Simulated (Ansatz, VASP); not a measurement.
# One calculation of MgI2, two programs

INCAR

```
SYSTEM = MgI2
  PREC = Accurate
  ENCUT = 520
  EDIFF = 1E-6
  ISMEAR = -1
  SIGMA = 0.02
  LREAL = .FALSE.
  LASPH = .TRUE.
  NELM = 100
  ALGO = Normal
  ISIF = 2
  LWAVE = .FALSE.
  LCHARG = .TRUE.
  GGA = PE
  LELF = .TRUE.
  LVHAR = .TRUE.
  NBANDS = 15
```

Contents of KPOINTS:

```
regular mesh
0
G
  6 6 6
  0 0 0
```

File POSCAR:

```
MgI2
1.0
    0.0000000000      3.7557205824      3.7557205824
    3.7557205824      0.0000000000      3.7557205824
    3.7557205824      3.7557205824      0.0000000000
Mg I
1 2
Direct
    0.0000000000      0.0000000000      0.0000000000
    0.2500000000      0.2500000000      0.2500000000
    0.7500000000      0.7500000000      0.7500000000
```

Input for Ansatz:

```yaml
crystal:
  lattice:
    - [0.0, 3.7557205824, 3.7557205824]
    - [3.7557205824, 0.0, 3.7557205824]
    - [3.7557205824, 3.7557205824, 0.0]
  atoms:
    - { symbol: Mg, position: [0.0, 0.0, 0.0] }
    - { symbol: I, position: [0.25, 0.25, 0.25] }
    - { symbol: I, position: [0.75, 0.75, 0.75] }
kpoints:
  mp_grid: { grid: [6, 6, 6] }
  band_path:
    path:
      - [[0.0, 0.0, 0.0], [0.5, -8.479351566891e-37, 0.5], [0.625, 0.25, 0.625]]
      - [[0.375, 0.375, 0.75], [0.0, 0.0, 0.0], [0.5, 0.5, 0.5], [0.5, 0.25, 0.75], [0.5, -8.479351566891e-37, 0.5]]
    npoints: 10
hamiltonian:
  xc: pbe
scf:
  occupations: { method: fermi_dirac, width: 0.02 }
  n_extra_bands: 4
output:
  forces: true
  stress: true
  eigenvalues: true
  write_density: true
  write_potential: true
  elf: true
  volumetric_format: npy
```

Alike in both runs: task single point; functional PBE; k mesh 6 × 6 × 6; occupations fermi-dirac, width 0.02 eV; no spin polarisation.

```csv
,VASP,Ansatz
version,VASP 6.6.1,Ansatz 0.2.0
potentials or method,"VASP PAW PBE potentials, release 64 (Mg, I)","plane waves, PAW"
plane-wave cutoff (eV),520,420
valence electrons in the cell,16,44
```

|  | VASP | Ansatz | Ansatz less VASP |
| --- | --- | --- | --- |
| pressure (GPa) | 0.2 | 0.2 | +0.04 |

VASP's potentials hold 16 valence electrons a cell and Ansatz's 44, so a difference there can come from the potentials and not from the codes.

Neither program's run includes spin-orbit coupling.
